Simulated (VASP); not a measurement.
Write the native input for VASP 6.6.1 that does the following.

```yaml
Task: single point
Functional: PBE
Potentials_or_basis: VASP PAW PBE potentials, release 64 (Zr_sv, Pd, Se)
Cutoff: 520 eV
k_mesh: 6 × 6 × 8
Occupations: gaussian, width 0.1 eV
Spin: no spin polarisation
Dipole_correction: no
Further_INCAR_settings: ALGO = Normal; EDIFF = 1e-06; NBANDS = 45
```

The structure of Zr3PdSe4 lies in POSCAR:

```
Zr3PdSe4
1.0
    7.1625529310      0.0000000000      0.0000000000
   -3.5812764655      6.2029527942      0.0000000000
    0.0000000000      0.0000000000      3.6512908977
Zr Pd Se
3 1 4
Direct
    0.0192868837      0.5096434418      0.0000000000
    0.4903565582      0.9807131163      0.0000000000
    0.4903565582      0.5096434418      0.0000000000
    0.0000000000      0.0000000000      0.0000000000
    0.1663053885      0.8336946115      0.5000000000
    0.1663053885      0.3326107769      0.5000000000
    0.6666666667      0.3333333333      0.5000000000
    0.6673892231      0.8336946115      0.5000000000
```

One way to write it, as run:

INCAR

```
SYSTEM = Zr3PdSe4
ALGO = Normal
EDIFF = 1E-6
ENCUT = 520
GGA = PE
ISIF = 2
ISMEAR = 0
LASPH = .TRUE.
LCHARG = .FALSE.
LREAL = .FALSE.
LWAVE = .FALSE.
NBANDS = 45
NELM = 100
PREC = Accurate
SIGMA = 0.1
```

KPOINTS

```
k-points
0
G
  6 6 8
  0 0 0
```

Potentials or basis: VASP PAW PBE potentials, release 64 (Zr_sv, Pd, Se).

Run with:

```console
$ cat potpaw_PBE.64/Zr_sv/POTCAR potpaw_PBE.64/Pd/POTCAR potpaw_PBE.64/Se/POTCAR > POTCAR
$ mpirun -np 1 vasp_std > vasp.out
```

It gave:

```yaml
Pressure: 0.1 GPa
Largest_force: 0.020 eV/Å
Band_gap_on_the_k_mesh: zero (bands 35 and 36 overlap by 0.43 eV)
```

Run time: 8.3 min on 1 thread of Intel(R) Xeon(R) Platinum 8488C (Sapphire Rapids) (shared host), peak memory 0.41 GiB.
